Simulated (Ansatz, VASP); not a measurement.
## C: VASP beside Ansatz

```
C
1.0
     0.00000    1.77892    1.77892
     1.77892    0.00000    1.77892
     1.77892    1.77892    0.00000
C
2
Direct
  0.00000 0.00000 0.00000
  0.25000 0.25000 0.25000
```

Alike in both runs: task single point; functional r2SCAN; dispersion rVV10; k mesh 12 × 12 × 12; occupations gaussian, width 0.02 eV; no spin polarisation.

```csv
,VASP,Ansatz
version,VASP 6.6.1,Ansatz 0.2.0
potentials or method,"VASP PAW PBE potentials, release 64 (C), cutoff 660 eV","scalar-relativistic, plane waves, PAW"
valence electrons in the cell,8,8
```

Ansatz gave:

```
gap on the k mesh at the Fermi level (eV) : 4.36
least direct gap on the mesh (eV)         : 5.89
pressure (GPa)                            : 0.0
```

Problem. Estimate VASP's values.

Solution. gap on the k mesh at the Fermi level (eV): 4.33; least direct gap on the mesh (eV): 5.85; pressure (GPa): 0.2.

VASP's potentials were made for PBE, not for r2SCAN.
